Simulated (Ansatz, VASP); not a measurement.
## SnSe in VASP and in Ansatz

INCAR

```
SYSTEM = SnSe
PREC = Accurate
ENCUT = 520
EDIFF = 1E-6
ISMEAR = -1
SIGMA = 0.08
LREAL = .FALSE.
LASPH = .TRUE.
NELM = 100
ALGO = Normal
ISIF = 2
LWAVE = .FALSE.
LCHARG = .TRUE.
GGA = PE
LELF = .TRUE.
LVHAR = .TRUE.
NBANDS = 17
```

File KPOINTS:

```
regular mesh
0
G
  14 14 14
  0 0 0
```

Contents of POSCAR:

```
SnSe
1.0
    3.0155092091      0.0000000000      0.0000000000
    0.0000000000      3.0155092091      0.0000000000
    0.0000000000      0.0000000000      3.0155092091
Sn Se
1 1
Direct
    0.0000000000      0.0000000000      0.0000000000
    0.5000000000      0.5000000000      0.5000000000
```

Input for Ansatz:

```yaml
crystal:
  lattice:
    - [3.0155092091, 0.0, 0.0]
    - [0.0, 3.0155092091, 0.0]
    - [0.0, 0.0, 3.0155092091]
  atoms:
    - { symbol: Sn, position: [0.0, 0.0, 0.0] }
    - { symbol: Se, position: [0.5, 0.5, 0.5] }
kpoints:
  mp_grid: { grid: [14, 14, 14] }
scf:
  occupations: { method: fermi_dirac, width: 0.08 }
hamiltonian:
  xc: pbe
  pseudopotentials: { kind: nc }
output:
  forces: true
  stress: true
  eigenvalues: true
```

Change from the starting cell: volume scaled by 0.55, norm-conserving files.

Alike in both runs: task single point; functional PBE; k mesh 14 × 14 × 14; occupations fermi-dirac, width 0.08 eV; no spin polarisation.

|  | VASP | Ansatz |
| --- | --- | --- |
| version | VASP 6.6.1 | Ansatz 0.2.0 |
| potentials or method | VASP PAW PBE potentials, release 64 (Sn_d, Se) | norm-conserving pseudopotentials, scalar-relativistic |
| plane-wave cutoff (eV) | 520 | 1170 |
| valence electrons in the cell | 20 | 30 |

```csv
,VASP,Ansatz,Ansatz less VASP
pressure (GPa),116.5,115.8,-0.74
```

Both programs put the cell under a high pressure, so it lies far from rest at this level. VASP's potentials hold 20 valence electrons a cell and Ansatz's 30, so a difference there can come from the potentials and not from the codes.

Noted on VASP's run: the cell as given lies far from equilibrium.
